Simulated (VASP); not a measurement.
Input of a VASP 6.6.1 run:

The input INCAR:

```
PREC     = Accurate       # precision mode
ENCUT    = 520            # plane-wave cutoff, eV
EDIFF    = 1E-6           # SCF threshold, eV
ISMEAR   = 0              # smearing method
SIGMA    = 0.2            # smearing width, eV
LREAL    = F              # projectors in reciprocal space
LASPH    = T              # aspherical terms in the spheres
NELM     = 100            # most SCF steps
ALGO     = Normal         # electronic algorithm
ISIF     = 2              # what is computed and relaxed
LWAVE    = F              # write WAVECAR
LCHARG   = F              # write CHGCAR
GGA      = PE             # functional
NBANDS   = 95             # bands
```

The input KPOINTS:

```
Automatic mesh
0
Gamma
  4 4 4
```

Contents of POSCAR:

```
TiGe8Mo3
1.0
    0.0009938265      0.0002123648      4.8965692404
    4.3629575038     -4.4077933068      0.0006102993
    4.3631328168      4.4079651475      0.0010968227
Ti Ge Mo
1 8 3
Direct
    0.5000154373     -0.0000175956      0.9999243320
   -0.0000476949      0.8396961025      0.8396539121
    0.5000221134      0.3387648169      0.3387919111
    0.2486395141      0.6636998814      0.1630019513
    0.7515038283      0.1629933604      0.6636790204
    0.2485695390      0.3363359142      0.8370661447
    0.7512875691      0.8369593741      0.3361942105
   -0.0000245231      0.1601229934      0.1601898134
    0.4999869833      0.6612712953      0.6612999768
    0.0000419752      0.5001093468      0.5001328583
    0.2656917094      1.0001047187      0.4999874321
    0.7343135489      0.4999597919      1.0000784375
```

Potentials or basis: VASP PAW PBE potentials, release 64 (Ti_sv, Ge_d, Mo_sv).

The run is started by

```sh
$ cat potpaw_PBE.64/Ti_sv/POTCAR potpaw_PBE.64/Ge_d/POTCAR potpaw_PBE.64/Mo_sv/POTCAR > POTCAR
$ mpirun -np 1 vasp_std > vasp.out
```

**Question.** Estimate the band gap on the k mesh.

**Answer.** Zero (bands 83 and 84 overlap by 0.35 eV).

**Question.** What does it give for the largest force?

**Answer.** 0.015 eV/Å.

**Question.** Estimate the pressure.

**Answer.** 0.2 GPa.

Stress tensor (GPa, compression positive):
```
 0.21  0.00 -0.04
 0.00  0.29 -0.02
-0.04 -0.02  0.18
```
